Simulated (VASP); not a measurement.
# Ni (Fm-3m) in VASP: notebook, part 2 of 2

VASP 6.6.1. Earlier steps stand in the parts before.

## Step 4: Single point, PBEsol, collinear spin, ferromagnetic start

INCAR

```
SYSTEM = Ni
  PREC = Accurate
  ENCUT = 520
  EDIFF = 1E-6
  ISMEAR = -5
  SIGMA = 0.05
  LREAL = .FALSE.
  LASPH = .TRUE.
  NELM = 150
  ALGO = Normal
  ISIF = 2
  LWAVE = .FALSE.
  LCHARG = .FALSE.
  ISPIN = 2
  MAGMOM = -0.62
  LORBIT = 11
  LMAXMIX = 4
  GGA = PS
  NBANDS = 15
```

KPOINTS

```
regular mesh
0
G
  13 13 13
  0 0 0
```

POSCAR

```
Ni
1.0
    0.0000000000      1.7375729330      1.7375729330
    1.7375729330      0.0000000000      1.7375729330
    1.7375729330      1.7375729330      0.0000000000
Ni
1
Direct
    0.0000000000      0.0000000000      0.0000000000
```

Potentials or basis: VASP PAW PBE potentials, release 64 (Ni).

The run is started by

```sh
$ cat potpaw_PBE.64/Ni/POTCAR > POTCAR
$ mpirun -np 1 vasp_std > vasp.out
```

OUTCAR:

```text
SYSTEM = Ni
   PREC = Accurate
   ENCUT = 520
   EDIFF = 1E-6
   ISMEAR = -5
   LREAL = .FALSE.
   LASPH = .TRUE.
   NELM = 150
   ISIF = 2
   ISPIN = 2
   LORBIT = 11
   GGA = PS

 ion  position               nearest neighbor table
   1  0.000  0.000  0.000-

  LATTYP: Found a face centered cubic cell.
 ALAT       =     3.4751458660

  Lattice vectors:

 A1 = (   0.0000000000,   1.7375729330,   1.7375729330)
 A2 = (   1.7375729330,   0.0000000000,   1.7375729330)
[... 1076 lines left out ...]
  -------------------------------------------------------------------------------------
  Total       -0.1717951     -0.1717951     -0.1717951      0.0000000      0.0000000      0.0000000
  in kB      -26.2338566    -26.2338566    -26.2338566      0.0000000      0.0000000      0.0000000
  external PRESSURE =     -26.2338566 kB  Pullay stress =       0.0000000 kB

 VOLUME and BASIS-vectors are now :
 -----------------------------------------------------------------------------
  energy-cutoff  :      520.00
  volume of cell :       10.49
      direct lattice vectors                 reciprocal lattice vectors
     0.000000000  1.737572933  1.737572933    -0.287757705  0.287757705  0.287757705
     1.737572933  0.000000000  1.737572933     0.287757705 -0.287757705  0.287757705
     1.737572933  1.737572933  0.000000000     0.287757705  0.287757705 -0.287757705

 POSITION                                       TOTAL-FORCE (eV/Angst)
 -----------------------------------------------------------------------------------
      0.00000      0.00000      0.00000         0.000000      0.000000      0.000000
 -----------------------------------------------------------------------------------
    total drift:                                0.000000     -0.000000     -0.000000

  FREE ENERGIE OF THE ION-ELECTRON SYSTEM (eV)
  ---------------------------------------------------
  free  energy   TOTEN  =        -6.1339283249 eV

  energy  without entropy=       -6.1339283249  energy(sigma->0) =       -6.13392832

 total charge

# of ion       s       p       d       tot
------------------------------------------
    1        0.515   0.535   8.331   9.381

 magnetization (x)

# of ion       s       p       d       tot
------------------------------------------
    1        0.006   0.024  -0.627  -0.597
```

It took 41 s on 1 thread of Intel Xeon 8259CL, shared host; peak memory 0.14 GiB.

Results:

```
Free energy                                           : -6.1339 eV
Pressure                                              : -2.6 GPa
Net moment                                            : -0.59 μB per cell
Site moments                                          : Ni -0.60 μB
Valence electrons inside the program's atomic spheres : Ni 9.38
```

Caveat: the PAW data sets were made with another functional, which shifts forces and pressure a little; tetrahedron occupations give inexact forces and stress in metals.

## Step 5: Single point, PBEsol+D3(BJ), collinear spin, ferromagnetic start (12.07 Å³/atom)

This run uses another cell than the first one, of 12.07 Å³/atom.

INCAR: that of step 4 with these lines changed.

```diff
@@ -9,3 +9,3 @@
   NELM = 150
-  ALGO = Normal
+  ALGO = Fast
   ISIF = 2
@@ -14,3 +14,3 @@
   ISPIN = 2
-  MAGMOM = -0.62
+  MAGMOM = 0.89
   LORBIT = 11
@@ -18,2 +18,3 @@
   GGA = PS
+  IVDW = 12
   NBANDS = 15
```

KPOINTS

```
Automatic mesh
0
G
  13 13 13
  0 0 0
```

POSCAR

```
Ni
1.0
    0.0000000000      1.8204370098      1.8204370098
    1.8204370098      0.0000000000      1.8204370098
    1.8204370098      1.8204370098      0.0000000000
Ni
1
Direct
    0.0000000000      0.0000000000      0.0000000000
```

Potentials or basis: VASP PAW PBE potentials, release 64 (Ni).

The run is started by

```sh
$ cat potpaw_PBE.64/Ni/POTCAR > POTCAR
$ mpirun -np 1 vasp_std > vasp.out
```

OUTCAR:

```text
SYSTEM = Ni
   PREC = Accurate
   ENCUT = 520
   EDIFF = 1E-6
   ISMEAR = -5
   LREAL = .FALSE.
   LASPH = .TRUE.
   NELM = 150
   ISIF = 2
   ISPIN = 2
   LORBIT = 11
   GGA = PS
   IVDW = 12
 IVDW          = 12

 ion  position               nearest neighbor table
   1  0.000  0.000  0.000-

  LATTYP: Found a face centered cubic cell.
 ALAT       =     3.6408740196

  Lattice vectors:

 A1 = (   0.0000000000,   1.8204370098,   1.8204370098)
 A2 = (   1.8204370098,   0.0000000000,   1.8204370098)
[... 1080 lines left out ...]
  --------------------------------------------------------------------------------------
  -------------------------------------------------------------------------------------
  Total      -2.03582    -2.03582    -2.03582     0.00000     0.00000     0.00000
  in kB    -270.32923  -270.32923  -270.32923     0.00000     0.00000     0.00000
  external pressure =     -270.33 kB  Pullay stress =        0.00 kB

 VOLUME and BASIS-vectors are now :
 -----------------------------------------------------------------------------
  energy-cutoff  :      520.00
  volume of cell :       12.07
      direct lattice vectors                 reciprocal lattice vectors
     0.000000000  1.820437010  1.820437010    -0.274659325  0.274659325  0.274659325
     1.820437010  0.000000000  1.820437010     0.274659325 -0.274659325  0.274659325
     1.820437010  1.820437010  0.000000000     0.274659325  0.274659325 -0.274659325

 POSITION                                       TOTAL-FORCE (eV/Angst)
 -----------------------------------------------------------------------------------
      0.00000      0.00000      0.00000        -0.000000     -0.000000     -0.000000
 -----------------------------------------------------------------------------------
    total drift:                                0.000000      0.000000      0.000000

  FREE ENERGIE OF THE ION-ELECTRON SYSTEM (eV)
  ---------------------------------------------------
  free  energy   TOTEN  =        -6.3696894051 eV

  energy  without entropy=       -6.3696894051  energy(sigma->0) =       -6.36968941

 total charge

# of ion       s       p       d       tot
------------------------------------------
    1        0.458   0.416   8.273   9.147

 magnetization (x)

# of ion       s       p       d       tot
------------------------------------------
    1       -0.007  -0.024   0.682   0.652
```

OSZICAR:

```text
N       E                     dE             d eps       ncg     rms          rms(c)
DAV:   1     0.331564486156E+02    0.33156E+02   -0.43042E+03  5294   0.840E+02
DAV:   2    -0.570040977335E+01   -0.38857E+02   -0.36029E+02  5649   0.159E+02
DAV:   3    -0.718922766358E+01   -0.14888E+01   -0.14812E+01  6084   0.311E+01
DAV:   4    -0.719942716461E+01   -0.10200E-01   -0.10207E-01  6076   0.242E+00
DAV:   5    -0.719958309011E+01   -0.15593E-03   -0.15640E-03  6307   0.273E-01    0.989E+00
RMM:   6    -0.654624091889E+01    0.65334E+00   -0.23887E+00  6714   0.164E+01    0.805E+00
RMM:   7    -0.600819971834E+01    0.53804E+00   -0.33881E-01  6569   0.599E+00    0.176E+00
RMM:   8    -0.599219554190E+01    0.16004E-01   -0.35800E-03  7718   0.419E-01    0.806E-01
RMM:   9    -0.598989078882E+01    0.23048E-02   -0.60243E-04  7588   0.195E-01    0.209E-01
RMM:  10    -0.598908925792E+01    0.80153E-03   -0.22216E-04  7108   0.165E-01    0.651E-02
RMM:  11    -0.598901406893E+01    0.75189E-04   -0.45394E-05  7760   0.446E-02    0.326E-02
RMM:  12    -0.598900896540E+01    0.51035E-05   -0.68692E-06  7418   0.191E-02    0.167E-02
RMM:  13    -0.598901121042E+01   -0.22450E-05   -0.13945E-06  5342   0.851E-03    0.479E-03
RMM:  14    -0.598901240785E+01   -0.11974E-05   -0.28267E-07  4489   0.387E-03    0.656E-04
RMM:  15    -0.598901218041E+01    0.22744E-06   -0.10882E-07  4139   0.213E-03
   1 F= -.63696894E+01 E0= -.63696894E+01  d E =0.000000E+00  mag=     0.6320
```

Wall time 50 s (1 thread of Intel Xeon 8259CL, shared host); peak memory 0.16 GiB.

Results:

```
Free energy                                           : -6.3697 eV
Pressure                                              : -27.0 GPa
Net moment                                            : 0.63 μB per cell
Site moments                                          : Ni +0.65 μB
Valence electrons inside the program's atomic spheres : Ni 9.15
Dispersion energy per atom                            : -0.381 eV
```

Caveat: three body term missing; the cell stands under tension; the PAW data sets were made with another functional, which shifts forces and pressure a little; tetrahedron occupations give inexact forces and stress in metals.

## Step 6: Single point, PBE-based screened hybrid with 25 % exact exchange, collinear spin, ferromagnetic start

POSCAR

```
Ni
1.0
    0.0000000000      1.7375729330      1.7375729330
    1.7375729330      0.0000000000      1.7375729330
    1.7375729330      1.7375729330      0.0000000000
Ni
1
Direct
    0.0000000000      0.0000000000      0.0000000000
```

INCAR.step1

```
PREC = Accurate
ENCUT = 520
EDIFF = 1E-5
ISMEAR = -1
SIGMA = 0.05
LREAL = F
LASPH = T
NELM = 150
ALGO = Normal
ISIF = 2
LWAVE = T
ISPIN = 2
MAGMOM = 1
LORBIT = 11
LMAXMIX = 4
NBANDS = 15
GGA = PE
```

INCAR.step2

```
PREC = Accurate
ENCUT = 520
EDIFF = 1E-7
ISMEAR = -1
SIGMA = 0.05
LREAL = F
LASPH = T
NELM = 150
ALGO = Normal
ISIF = 2
LWAVE = F
LCHARG = T
ISPIN = 2
MAGMOM = 1
LORBIT = 11
LMAXMIX = 4
GGA = PE
LHFCALC = T
AEXX = 0.25
HFSCREEN = 0.3
PRECFOCK = Normal
LELF = T
LVHAR = T
NBANDS = 15
ISTART = 1
```

KPOINTS

```
Automatic mesh
0
Gamma
  7 7 7
```

Potentials or basis: VASP PAW PBE potentials, release 64 (Ni).

The run is started by

```sh
$ cat potpaw_PBE.64/Ni/POTCAR > POTCAR
$ cp INCAR.step1 INCAR
$ mpirun -np 1 vasp_std > vasp.out
$ cp INCAR.step2 INCAR
$ mpirun -np 1 vasp_std > vasp.out
```

It took 35 min on 1 thread of Intel Xeon Platinum 8488C (Sapphire Rapids), shared host; peak memory 0.23 GiB.

It converged, with:

```yaml
Free_energy: -6.1986 eV
Pressure: 7.3 GPa
Net_moment: 0.98 μB per cell
Site_moments: Ni +0.99 μB
Valence_electrons_inside_the_program's_atomic_spheres: Ni 9.41
```

Levels at points of the mesh, in eV from the Fermi level:
Spin up:
```csv
k point,band 3,band 4,band 5,band 6,band 7,band 8,band 9,band 10
"(0.00, 0.00, 0.00)",-4.89,-4.89,-3.43,-3.43,25.13,29.43,29.43,29.43
```
Spin down:
```csv
k point,band 2,band 3,band 4,band 5,band 6,band 7
"(0.00, 0.00, 0.00)",-2.26,-2.26,-1.97,-1.97,-1.97,24.61
```

Caveat: the k points lie up to 0.45 Å⁻¹ apart; the PAW data sets were made with another functional, which shifts forces and pressure a little.

## Step 7: The runs side by side

```tsv
task	level	cell	k mesh	cutoff (eV)	smearing	grid for exact exchange (PRECFOCK)	share of exact exchange	screening parameter	gap on the mesh (eV)	pressure (GPa)	moment (μB)
relaxation of cell and atoms	PBEsol+D3(BJ)	relaxed from a = 2.457 Å, angles 60.0°, 1 atom	13 × 13 × 13	600	fermi-dirac 0.05 eV	-	-	-	none	0.0	0.62
single point	HSE06	a = 2.482 Å, angles 60.0°, 1 atom	7 × 7 × 7	520	fermi-dirac 0.05 eV	Normal	0.25	0.2079 1/Å	none	0.4	0.99
single point	PBEsol	a = 2.457 Å, angles 60.0°, 1 atom	13 × 13 × 13	520	tetrahedron	-	-	-	none	-2.6	0.59
single point	PBEsol+D3(BJ)	a = 2.574 Å, angles 60.0°, 1 atom	13 × 13 × 13	520	tetrahedron	-	-	-	none	-27.0	0.63
single point	PBE-based screened hybrid with 25 % exact exchange	a = 2.457 Å, angles 60.0°, 1 atom	7 × 7 × 7	520	fermi-dirac 0.05 eV	Normal	0.25	0.3 1/Å	none	7.3	0.98
```

Alike in all rows: potentials or basis VASP PAW PBE potentials, release 64 (Ni); spin collinear, ferromagnetic start.

Caveats: some runs use coarse meshes; the PAW data sets were made with another functional, which shifts forces and pressure a little; tetrahedron occupations give inexact forces and stress in metals (at least some runs); three body term missing (at least some runs); the cell stands under tension (at least some runs).

Total energies depend on the potentials used, so only differences within one code and one set of settings carry meaning.
